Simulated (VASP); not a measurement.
SiC, 8 atoms in the cell. The structure is monoclinic, space group Cm (No. 8). Conventional cell: a = 5.326 Å, b = 3.075 Å, c = 10.184 Å, α = 90.00°, β = 97.51°, γ = 90.00°. Within 2.5 Å of Si (site symmetry m) lie 4 C at 1.88 to 2.32 Å. Within 2.5 Å of Si (site symmetry m) lie 4 C at 1.88 to 1.90 Å. Si (site symmetry m) has 4 C at 1.88 to 1.90 Å within 2.5 Å. Within 2.5 Å of Si (site symmetry m) lie 4 C at 1.88 to 1.90 Å. C (site symmetry m) has 4 Si at 1.88 to 2.32 Å within 2.5 Å. Within 2.5 Å of C (site symmetry m) lie 4 Si at 1.88 to 1.90 Å. Within 2.5 Å of C (site symmetry m) lie 4 Si at 1.88 to 1.90 Å. Within 2.5 Å of C (site symmetry m) lie 4 Si at 1.88 to 1.90 Å. 

| Property | Result |
| --- | --- |
| Program | VASP 6.6.1 |
| Task | single point |
| Functional | r2SCAN |
| Potentials or basis | VASP PAW PBE potentials, release 64 (Si, C) |
| Cutoff | 520 eV |
| k mesh | 8 × 8 × 3 |
| Occupations | gaussian, width 0.05 eV |
| Spin | no spin polarisation |
| Dipole correction | no |
| Further INCAR settings | ALGO = Normal; EDIFF = 1e-06; NBANDS = 26 |

Potentials or basis: VASP PAW PBE potentials, release 64 (Si, C).

Command:

```console
$ cat potpaw_PBE.64/Si/POTCAR potpaw_PBE.64/C/POTCAR > POTCAR
$ cp INCAR.step1 INCAR
$ mpirun -np 1 vasp_std > vasp.out
$ cp INCAR.step2 INCAR
$ mpirun -np 1 vasp_std > vasp.out
```

Hardware: 1 thread of Intel(R) Xeon(R) 6975P-C (Granite Rapids) (shared host).

**Question.** Estimate the wall time of this run.

**Answer.** Wall time 5.6 min on 1 thread of Intel(R) Xeon(R) 6975P-C (Granite Rapids) (shared host), peak memory 0.26 GiB. Counts: k points 57.
